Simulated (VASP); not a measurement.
Bi2Se3, 5 atoms in the cell. The structure is trigonal, space group R-3m (No. 166). Conventional cell: a = 4.474 Å, b = 4.474 Å, c = 27.491 Å, α = 90.00°, β = 90.00°, γ = 120.00°. Within 3.9 Å of Bi (site symmetry 3m) lie 6 Se at 2.98 to 3.18 Å. Se (site symmetry -3m) has 6 Bi at 3.18 Å and 6 Se at 4.23 Å within 4.3 Å. Se (site symmetry 3m) has 3 Bi at 2.98 Å and 3 Se at 3.58 Å within 3.9 Å.  This cell differs from its parent crystal: strain +0.080 along x and y, -0.040 along z.

- Program: VASP 6.6.1
- Task: single point
- Functional: PBEsol
- Potentials or basis: VASP PAW PBE potentials, release 64 (Bi_d, Se)
- Cutoff: 520 eV
- k mesh: 12 × 12 × 12
- Occupations: gaussian, width 0.03 eV
- Spin: no spin polarisation
- Dipole correction: no
- Further INCAR settings: ALGO = Normal; EDIFF = 1e-07; NBANDS = 32

Potentials or basis: VASP PAW PBE potentials, release 64 (Bi_d, Se).

Launch:

```sh
$ cat potpaw_PBE.64/Bi_d/POTCAR potpaw_PBE.64/Se/POTCAR > POTCAR
$ mpirun -np 1 vasp_std > vasp.out
```

Hardware: 1 thread of AMD EPYC 9R45 96-Core Processor (Zen 5) (shared host).

Task: How long does it take, and how much memory?

Result: Wall time 28 min on 1 thread of AMD EPYC 9R45 96-Core Processor (Zen 5) (shared host), peak memory 1.2 GiB. Counts: scf iterations 14, k points 189.
